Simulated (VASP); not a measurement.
# NaGa12O18 (a cell with a defect) in VASP: a series of runs

Runs on NaGa12O18 (a cell with a defect). Level: PBE. Tasks: single point.

All numbers are computed with VASP 6.6.1; they aren't measurements. Logs are shortened: lines on timing, memory, paths and dates and some standing lists are left out, and cuts for length are marked.

## Step 1: The cell of the first run

The cell holds a defect, 31 atoms: a = 9.250 Å, b = 5.877 Å, c = 6.416 Å, α = 103.29°, β = 103.90°, γ = 90.00°.

## Step 2: Single point, PBE

INCAR

```
SYSTEM = NaGa12O18
PREC = Accurate ; ENCUT = 520
EDIFF = 1E-7 ; ISMEAR = -1
SIGMA = 0.01 ; LREAL = Auto
LASPH = .TRUE. ; NELM = 60
ALGO = Normal ; ISIF = 2
LWAVE = .FALSE. ; LCHARG = .FALSE.
GGA = PE ; NELECT = 270.0
NBANDS = 156
```

KPOINTS

```
regular mesh
0
G
  1 1 1
  0 0 0
```

POSCAR

```
NaGa12O18
1.0
    0.0000000000      9.2496621800      0.0000000000
   -1.3977182400      0.0000000000      5.7085775500
    6.2279771500     -1.5416103600      0.0067278600
Ga O Na
12 18 1
Direct
    0.1346286610      0.6433234819      0.6799660296
    0.2190188171      0.3224811196      0.3180181711
    0.3072020265      0.1900166762      0.8280828050
    0.0112970168      0.8755898612      0.0462012737
    0.4465177260      0.6819774363      0.6806923747
    0.5458845619      0.2948961269      0.3161889900
    0.6341109100      0.2082502731      0.8237035215
    0.3570120719      0.7824826803      0.1819610659
    0.7660327186      0.6809249389      0.6801129537
    0.8856031477      0.3470172026      0.3155181905
    0.9713026572      0.2567774075      0.8486960933
    0.6817031122      0.7981080268      0.1607011914
    0.1690001133      0.7081263679     -0.0059872086
    0.1683193982      0.2536006192      0.9949319805
    0.2825028589      0.4075135847      0.6475639342
    0.0652590434      0.5616882611      0.3668884642
    0.0459785479      0.1134261055      0.2904929742
    0.2788805555      0.8819655325      0.6775142136
    0.4906282339      0.7301712019      0.0015920063
    0.5005005958      0.2573837893      0.9993023879
    0.6069143531      0.4242435798      0.6392598085
    0.3955739470      0.5625500572      0.3564630517
    0.3783369644      0.0966432874      0.3100954737
    0.6082609530      0.8950231854      0.6858589405
    0.8253668312      0.7295881653      0.0016443052
    0.8255019398      0.2745680455      0.9986905512
    0.9379534064      0.4387938421      0.6466835655
    0.7394655267      0.6011234460      0.3633290664
    0.7209163479      0.1104689266      0.3157913145
    0.9513319999      0.9200768800      0.7562506217
    0.9440804547      0.8826227136      0.4246969813
```

Potentials or basis: VASP PAW PBE potentials, release 64 (Ga_d, O, Na_pv).

Started as:

```
> cat potpaw_PBE.64/Ga_d/POTCAR potpaw_PBE.64/O/POTCAR potpaw_PBE.64/Na_pv/POTCAR > POTCAR
> mpirun -np 1 vasp_gam > vasp.out
```

OUTCAR:

```text
SYSTEM = NaGa12O18
   PREC = Accurate
   ENCUT = 520
   EDIFF = 1E-7
   ISMEAR = -1
   LREAL = Auto
   LASPH = .TRUE.
   NELM = 60
   ISIF = 2
   GGA = PE
   NELECT = 270.0

 ion  position               nearest neighbor table
   1  0.135  0.643  0.680-  16 1.90  13 1.91  18 1.94  15 1.96  27 2.12  30 2.41  31 2.73   5 2.89
                             2 2.90   4 2.92
   2  0.219  0.322  0.318-  14 1.96  17 1.97  23 1.99  15 2.00  16 2.03  22 2.09   1 2.90
   3  0.307  0.190  0.828-  18 1.83  14 1.85  20 1.85  15 1.89
   4  0.011  0.876  0.046-  17 1.81  13 1.81  25 1.85  30 1.89  31 2.64  11 2.80   9 2.86   1 2.92

   5  0.447  0.682  0.681-  24 1.94  18 1.94  19 1.95  22 1.97  21 2.14  15 2.15   1 2.89
   6  0.546  0.295  0.316-  23 1.93  20 1.93  29 1.95  21 1.98  22 2.11
   7  0.634  0.208  0.824-  24 1.84  26 1.84  20 1.84  21 1.90
   8  0.357  0.782  0.182-  23 1.83  13 1.85  19 1.87  22 1.88
   9  0.766  0.681  0.680-  24 1.93  28 1.93  25 1.96  21 2.04  30 2.11  27 2.15   4 2.86
  10  0.886  0.347  0.316-  26 1.92  16 2.00  27 2.00  17 2.03  28 2.03  29 2.06
  11  0.971  0.257  0.849-  26 1.83  27 1.83  14 1.84  30 1.93   4 2.80
  12  0.682  0.798  0.161-  19 1.81  25 1.85  29 1.87  28 1.92  31 2.58
  13  0.169  0.708  0.994-   4 1.81   8 1.85   1 1.91
  14  0.168  0.254  0.995-  11 1.84   3 1.85   2 1.96
  15  0.283  0.408  0.648-   3 1.89   1 1.96   2 2.00   5 2.15
  16  0.065  0.562  0.367-   1 1.90  10 2.00   2 2.03  31 2.20
  17  0.046  0.113  0.290-   4 1.81   2 1.97  10 2.03  31 2.10
  18  0.279  0.882  0.678-   3 1.83   1 1.94   5 1.94
  19  0.491  0.730  0.002-  12 1.81   8 1.87   5 1.95
  20  0.501  0.257  0.999-   7 1.84   3 1.85   6 1.93
  21  0.607  0.424  0.639-   7 1.90   6 1.98   9 2.04   5 2.14
  22  0.396  0.563  0.356-   8 1.88   5 1.97   2 2.09   6 2.11
  23  0.378  0.097  0.310-   8 1.83   6 1.93   2 1.99
  24  0.608  0.895  0.686-   7 1.84   9 1.93   5 1.94
  25  0.825  0.730  0.002-   4 1.85  12 1.85   9 1.96
  26  0.826  0.275  0.999-  11 1.83   7 1.84  10 1.92
  27  0.938  0.439  0.647-  11 1.83  10 2.00   1 2.12   9 2.15
  28  0.739  0.601  0.363-  12 1.92   9 1.93  10 2.03
  29  0.721  0.110  0.316-  12 1.87   6 1.95  10 2.06
  30  0.951  0.920  0.756-   4 1.89  11 1.93  31 2.07   9 2.11   1 2.41
  31  0.944  0.883  0.425-  30 2.07  17 2.10  16 2.20  12 2.58   4 2.64   1 2.73

  LATTYP: Found a triclinic cell.
 ALAT       =     5.8771994966
 B/A-ratio  =     1.6412011407
 C/A-ratio  =     2.7541529852
 COS(alpha) =     0.0064926560
 COS(beta)  =     0.5439765005
 COS(gamma) =     0.7621873503

  Lattice vectors:

 A1 = (   1.3977182400,   0.0000000000,  -5.7085775500)
 A2 = (   7.6256953900,  -1.5416103600,  -5.7018496900)
 A3 = (  -9.6605178200,  -6.1664414600, -11.4306108200)

Analysis of symmetry for initial positions (statically):
=====================================================================
 Subroutine PRICEL returns:
 Original cell was already a primitive cell.

 Routine SETGRP: Setting up the symmetry group for a
 triclinic supercell.

 Subroutine GETGRP returns: Found  1 space group operations
 (whereof  1 operations were pure point group operations)
 out of a pool of  2 trial point group operations.

The static configuration has the point symmetry C_1 .

Analysis of symmetry for dynamics (positions and initial velocities):
=====================================================================
 Subroutine PRICEL returns:
 Original cell was already a primitive cell.

 Routine SETGRP: Setting up the symmetry group for a
 triclinic supercell.

 Subroutine GETGRP returns: Found  1 space group operations
 (whereof  1 operations were pure point group operations)
 out of a pool of  2 trial point group operations.

The dynamic configuration has the point symmetry C_1 .

 Subroutine INISYM returns: Found  1 space group operations
 (whereof  1 operations are pure point group operations),
 and found     1 'primitive' translations

----------------------------------------------------------------------------------------

                                     Primitive cell

  volume of cell :     328.9392

  direct lattice vectors                    reciprocal lattice vectors
     0.000000000  9.249662180  0.000000000     0.026753887  0.108112056  0.006550563
    -1.397718240  0.000000000  5.708577550    -0.000189185  0.000000000  0.175128666
     6.227977150 -1.541610360  0.006727860     0.160523321  0.000000000  0.039303377

  length of vectors
     9.249662180  5.877199497  6.415941641     0.111565663  0.175128768  0.165264914

  position of ions in fractional coordinates (direct lattice)
     0.134628661  0.643323482  0.679966030
     0.219018817  0.322481120  0.318018171
     0.307202027  0.190016676  0.828082805
     0.011297017  0.875589861  0.046201274
     0.446517726  0.681977436  0.680692375
     0.545884562  0.294896127  0.316188990
[... 23 lines left out ...]
     0.951332000  0.920076880  0.756250622
     0.944080455  0.882622714  0.424696981

  ion indices of the primitive-cell ions
   primitive index   ion index
                 1           1
                 2           2
                 3           3
                 4           4
                 5           5
                 6           6
[... 23 lines left out ...]
                30          30
                31          31

----------------------------------------------------------------------------------------

 KPOINTS: regular mesh

Automatic generation of k-mesh.
 Grid dimensions read from file:
 generate k-points for:    1    1    1

 Generating k-lattice:

  Cartesian coordinates                     Fractional coordinates (reciprocal lattice)
     0.026753887  0.108112056  0.006550563     1.000000000  0.000000000  0.000000000
    -0.000189185  0.000000000  0.175128666     0.000000000  1.000000000  0.000000000
     0.160523321  0.000000000  0.039303377     0.000000000 -0.000000000  1.000000000

  Length of vectors
     0.111565663  0.175128768  0.165264914

  Shift w.r.t. Gamma in fractional coordinates (k-lattice)
     0.000000000  0.000000000  0.000000000

 Subroutine IBZKPT returns following result:
 ===========================================

 Found      1 irreducible k-points:

 Following reciprocal coordinates:
            Coordinates               Weight
  0.000000  0.000000  0.000000      1.000000
   k-points           NKPTS =      1   k-points in BZ     NKDIM =      1   number of bands    NBANDS=    156
   number of dos      NEDOS =    301   number of ions     NIONS =     31
   total plane-waves  NPLWV = 161280
   dimension x,y,z NGX =    70 NGY =   48 NGZ =   48
   dimension x,y,z NGXF=   140 NGYF=   96 NGZF=   96
   ions per type =              12  18   1
   NGX,Y,Z   is equivalent  to a cutoff of  12.58, 13.58, 12.44 a.u.
   NGXF,Y,Z  is equivalent  to a cutoff of  25.16, 27.16, 24.87 a.u.
 SYSTEM =  NaGa12O18
   PREC   = accura    normal or accurate (medium, high low for compatibility)
   ISTART =      0    job   : 0-new  1-cont  2-samecut
   ICHARG =      2    charge: 1-file 2-atom 10-const
   ISPIN  =      1    spin polarized calculation?
   LNONCOLLINEAR =      F non collinear calculations
   LSORBIT =      F    spin-orbit coupling
   LASPH  =      T    aspherical Exc in radial PAW
   ENCUT  =  520.0 eV  38.22 Ry    6.18 a.u.  17.20 10.93 11.93*2*pi/ulx,y,z
   NELM   =     60;   NELMIN=  2; NELMDL= -5     # of ELM steps
   EDIFF  = 0.1E-06   stopping-criterion for ELM
   LREAL  =      T    real-space projection
   EDIFFG = 0.1E-05   stopping-criterion for IOM
   NSW    =      0    number of steps for IOM
   IBRION =     -1    ionic relax: 0-MD 1-quasi-New 2-CG
   NFREE  =      0    steps in history (QN), initial steepest desc. (CG)
   ISIF   =      2    stress and relaxation
   ISYM   =      2    0-nonsym 1-usesym 2-fastsym
   POTIM  = 0.5000    time-step for ionic-motion
   TEBEG  =    0.0;   TEEND  =   0.0 temperature during run
   PSTRESS=    0.0 pullay stress
   NELECT =     270.0000    total number of electrons
   NUPDOWN=      -1.0000    fix difference up-down
   EMIN   =  10.00;   EMAX   =-10.00  energy-range for DOS
   EFERMI =   0.00;   METHOD = LEGACY
   ISMEAR =    -1;   SIGMA  =   0.01  broadening in eV -4-tet -1-fermi 0-gaus
   EFERMI_NEDOS =   21; number of points for ismear=-14 and -15
   IALGO  =     38    algorithm
   IMIX   =      4    mixing-type and parameters
     AMIX     =   0.40;   BMIX     =  1.00
     AMIX_MAG =   1.60;   BMIX_MAG =  1.00
  volume/ion in A,a.u.               =      10.61        71.61
  Fermi-wavevector in a.u.,A,eV,Ry     =   1.532819  2.896608 31.967351  2.349534
  Thomas-Fermi vector in A             =   2.639972
   LORBIT       =      0    0 simple, 1 ext, 2 COOP (PROOUT), +10 PAW based schemes
   GGA     = PE    functional components
[... 5 lines left out ...]
 non-spin polarized calculation
  energy-cutoff  :      520.00
  volume of cell :      328.94
 maximum number of plane-waves:      4413
 NGX is ok and might be reduce to    70
   NGX = 35   NGY = 21   NGZ = 23

 number of electron     269.9999977 magnetization

 Free energy of the ion-electron system (eV)
  ---------------------------------------------------
  ext. energy  EPLUGINS =         0.00000000
  ---------------------------------------------------
  free energy    TOTEN  =      -181.46214879 eV

  energy without entropy =     -181.46214879  energy(sigma->0) =     -181.46214879

 E-fermi :   4.0725     XC(G=0): -11.4389

 val. band max:        3.7985381940   @ k =   0.0000   0.0000   0.0000
 cond. band min:       5.8987280915   @ k =   0.0000   0.0000   0.0000
 fundamental gap:      2.1001898975
 Fermi energy:         4.0725352377

 k-point     1 :       0.0000    0.0000    0.0000
  band No.  band energies     occupation
      1     -17.5652      2.00000
      2     -17.4591      2.00000
      3     -17.4186      2.00000
      4     -15.0903      2.00000
      5     -14.4397      2.00000
      6     -14.3763      2.00000
[... 139 lines left out ...]
    146      11.0344      0.00000
    147      11.2293      0.00000
 [bands above 147 left out]

------------------------ aborting loop because EDIFF is reached ----------------------------------------

  FORCE on cell =-STRESS in cart. coord.  units (eV):
  Direction    XX          YY          ZZ          XY          YZ          ZX
  --------------------------------------------------------------------------------------
  -------------------------------------------------------------------------------------
  Total       10.0713715      5.6154591     12.7652023     -1.0389174     -0.0473961     -4.7480213
  in kB       49.0550313     27.3514410     62.1759806     -5.0602967     -0.2308542    -23.1263771
  external PRESSURE =      46.1941510 kB  Pullay stress =       0.0000000 kB

 VOLUME and BASIS-vectors are now :
 -----------------------------------------------------------------------------
  energy-cutoff  :      520.00
  volume of cell :      328.94
      direct lattice vectors                 reciprocal lattice vectors
     0.000000000  9.249662180  0.000000000     0.026753887  0.108112056  0.006550563
    -1.397718240  0.000000000  5.708577550    -0.000189185  0.000000000  0.175128666
     6.227977150 -1.541610360  0.006727860     0.160523321  0.000000000  0.039303377

 POSITION                                       TOTAL-FORCE (eV/Angst)
 -----------------------------------------------------------------------------------
      3.33563      0.19703      3.67704         0.012993     -0.025493      0.028581
      1.52987      1.53559      1.84305        -0.011474      0.006455     -0.007835
      4.89169      1.56493      1.09030        -0.007234      0.000149     -0.010949
     -0.93609      0.03327      4.99868         0.034750      0.006135     -0.005658
      3.28612      3.08078      3.89770         0.014625     -0.002732     -0.003856
      1.55704      4.56181      1.68556        -0.015666      0.017736      0.019279
[... 23 lines left out ...]
      3.42390      7.63366      5.25742        -0.014947      0.005535     -0.015589
      1.41135      8.07771      5.04138        -0.019142     -0.007270     -0.007095
 -----------------------------------------------------------------------------------
    total drift:                               -0.004472      0.013776      0.002640

  FREE ENERGIE OF THE ION-ELECTRON SYSTEM (eV)
  ---------------------------------------------------
  free  energy   TOTEN  =      -181.4621487904 eV

  energy  without entropy=     -181.4621487904  energy(sigma->0) =     -181.46214879
```

Wall time 2.7 min (1 thread of AMD EPYC 7R13 (Zen 3), shared host); peak memory 0.33 GiB.

Results:

```yaml
Free_energy: -181.4621 eV
Largest_force: 0.051 eV/Å
```

Forces in eV/Å, atoms in the order of the input:
```
Ga   0.013 -0.025  0.029
Ga  -0.011  0.006 -0.008
Ga  -0.007  0.000 -0.011
Ga   0.035  0.006 -0.006
Ga   0.015 -0.003 -0.004
Ga  -0.016  0.018  0.019
Ga  -0.007 -0.003 -0.009
Ga   0.009 -0.006  0.001
Ga   0.004  0.004  0.001
Ga  -0.016 -0.015 -0.013
Ga   0.003  0.003  0.022
Ga  -0.006 -0.012 -0.006
O    0.012  0.009 -0.008
O    0.005  0.008 -0.002
O    0.014  0.023 -0.012
O   -0.044  0.009  0.024
O    0.010  0.003  0.003
O   -0.009 -0.010  0.025
O   -0.006 -0.001 -0.004
O    0.012  0.000  0.010
O    0.011 -0.001 -0.004
O   -0.011  0.008 -0.002
O    0.009 -0.010 -0.017
O   -0.013  0.001  0.024
O    0.014 -0.006 -0.009
O    0.003 -0.003 -0.006
O    0.007 -0.005  0.000
O   -0.011 -0.011 -0.011
O    0.016  0.016 -0.003
O   -0.015  0.006 -0.016
Na  -0.019 -0.007 -0.007
```

Caveat: the k points lie up to 1.10 Å⁻¹ apart; the cell carries a net charge on a neutralising background, which shifts energy and pressure; the cell is charged against a uniform background, so pressure and absolute levels hang on convention.

(Continued in part 2 of 2.)
